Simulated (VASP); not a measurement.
## C: single point with PBE

The system is C.

```
C
1.0
     1.78340   -1.78340    0.00000
     1.78340    0.00000   -1.78340
     9.51159    5.94461    5.94461
C
12
Direct
  0.48608 0.48608 0.27087
  0.93053 0.93053 0.10420
  0.04163 0.04163 0.43753
  0.15273 0.15273 0.77087
  0.59718 0.59718 0.60420
  0.70828 0.70828 0.93753
  0.40274 0.40274 0.39587
  0.84719 0.84719 0.22920
  0.95829 0.95829 0.56253
  0.06939 0.06939 0.89587
  0.51384 0.51384 0.72920
  0.29164 0.29164 0.06253
```

This cell differs from its parent crystal: the part above a cut slid along it.

* Program: VASP 6.6.1
* Task: single point
* Functional: PBE
* Potentials or basis: VASP PAW PBE potentials, release 64 (C)
* Cutoff: 520 eV
* k mesh: 10 × 10 × 2
* Occupations: gaussian, width 0.05 eV
* Spin: no spin polarisation

The pressure is 3.1 GPa, the largest force is 3.435 eV/Å and the band gap on the k mesh is zero (bands 24 and 25 overlap by 0.60 eV).

Forces on the atoms (eV/Å):
```
C   -0.063 -0.060 -0.060
C    0.060  0.062  0.062
C   -0.066 -0.062 -0.062
C   -0.212 -0.209 -0.209
C   -0.078 -0.074 -0.074
C   -1.983 -1.983 -1.983
C    0.078  0.074  0.074
C    0.212  0.209  0.209
C    0.066  0.062  0.062
C   -0.060 -0.062 -0.062
C    0.063  0.060  0.060
C    1.983  1.983  1.983
```

Stress tensor (GPa, compression positive):
```
3.06 8.57 8.57
8.57 3.08 8.64
8.57 8.64 3.08
```

Levels at points of the mesh, in eV from the Fermi level:
| k point | band 21 | band 22 | band 23 | band 24 | band 25 | band 26 | band 27 | band 28 |
| --- | --- | --- | --- | --- | --- | --- | --- | --- |
| (0.00, 0.00, 0.00) | -0.72 | -0.30 | -0.29 | 0.56 | 4.95 | 5.88 | 5.88 | 5.88 |
| (0.50, 0.00, 0.00) | -3.96 | -3.73 | -2.86 | -2.58 | 1.89 | 4.77 | 5.16 | 5.41 |
| (0.50, 0.50, 0.00) | -3.96 | -3.73 | -2.86 | -2.58 | 1.89 | 4.77 | 5.16 | 5.41 |
| (0.00, 0.00, 0.50) | -0.76 | -0.34 | -0.26 | -0.26 | 5.38 | 5.51 | 5.51 | 6.37 |
| (0.50, 0.00, 0.50) | -3.67 | -3.22 | -3.18 | -2.38 | 1.86 | 4.83 | 4.84 | 5.57 |
| (0.50, 0.50, 0.50) | -3.67 | -3.22 | -3.18 | -2.38 | 1.86 | 4.83 | 4.84 | 5.57 |

Run time: 3.7 min on 1 thread of Intel Xeon 8259CL, on a shared host, peak memory 0.24 GiB.

Caveat: the cell differs from its parent crystal (the part above a cut slid along it); the cell stands under pressure; forces of over 1 eV/Å act on the atoms, so gaps and moduli don't describe the material at rest.
